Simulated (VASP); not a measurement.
KF, 2 atoms in the cell. Symmetry: P4/mmm, No. 123, tetragonal system. Conventional cell: a = 3.179 Å, b = 3.179 Å, c = 3.345 Å, α = 90.00°, β = 90.00°, γ = 90.00°. K (site symmetry 4/mmm) has 8 F at 2.80 Å and 6 K at 3.18 to 3.35 Å within 3.7 Å. Within 3.7 Å of F (site symmetry 4/mmm) lie 8 K at 2.80 Å and 6 F at 3.18 to 3.35 Å.  This cell differs from its parent crystal: uniaxial z strain +5.2%.

| Property | Result |
| --- | --- |
| Program | VASP 6.6.1 |
| Task | single point |
| Functional | PBE |
| Potentials or basis | VASP PAW PBE potentials, release 64 (K_sv, F) |
| Cutoff | 520 eV |
| k mesh | 8 × 8 × 8 |
| Occupations | fermi-dirac, width 0.02 eV |
| Spin | no spin polarisation |
| Dipole correction | no |
| Further INCAR settings | ALGO = Normal; EDIFF = 1e-06; NBANDS = 15 |

Potentials or basis: VASP PAW PBE potentials, release 64 (K_sv, F).

The run is started by

```bash
$ cat potpaw_PBE.64/K_sv/POTCAR potpaw_PBE.64/F/POTCAR > POTCAR
$ mpirun -np 1 vasp_std > vasp.out
```

Hardware: 1 thread of Intel Xeon 8259CL, on a shared host.

Problem. How long does it take, and how much memory?

Solution. Run time: 33 s on 1 thread of Intel Xeon 8259CL, with other jobs on the host, peak memory 0.17 GiB. Counts: scf iterations 13, k points 75.
